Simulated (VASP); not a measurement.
Here is a VASP 6.6.1 calculation.

The input INCAR:

```
PREC = Accurate ; ENCUT = 500
EDIFF = 1E-8 ; ISMEAR = -1
SIGMA = 0.15 ; LREAL = False
LASPH = True ; NELM = 120
ALGO = Normal ; ISIF = 3
LWAVE = False ; LCHARG = False
GGA = PE ; NBANDS = 8
IBRION = 6 ; NFREE = 2
POTIM = 0.015 ; NSW = 1
GGA_COMPAT = False
```

The input KPOINTS:

```
regular mesh
0
Gamma
  24 24 24
```

POSCAR

```
P
1.0
    2.4472104903      0.0000000000      0.0000000000
    0.0000000000      2.4472104903      0.0000000000
    0.0000000000      0.0000000000      2.4472104903
P
1
Direct
    0.0000000000      0.0000000000      0.0000000000
```

Potentials or basis: VASP PAW PBE potentials, release 64 (P).

Command:

```sh
$ cat potpaw_PBE.64/P/POTCAR > POTCAR
$ mpirun -np 1 vasp_std > vasp.out
```

Question: Estimate the elastic constants C11, C12, C44.

Answer: 221, 48, 64 GPa.

Question: Estimate the Voigt bulk modulus.

Answer: 105 GPa.

Elastic tensor in Voigt notation (GPa, in the Cartesian axes of the cell as first typed):
```
221  48  48   0   0   0
 48 221  48   0   0   0
 48  48 221   0   0   0
  0   0   0  64   0   0
  0   0   0   0  64   0
  0   0   0   0   0  64
```
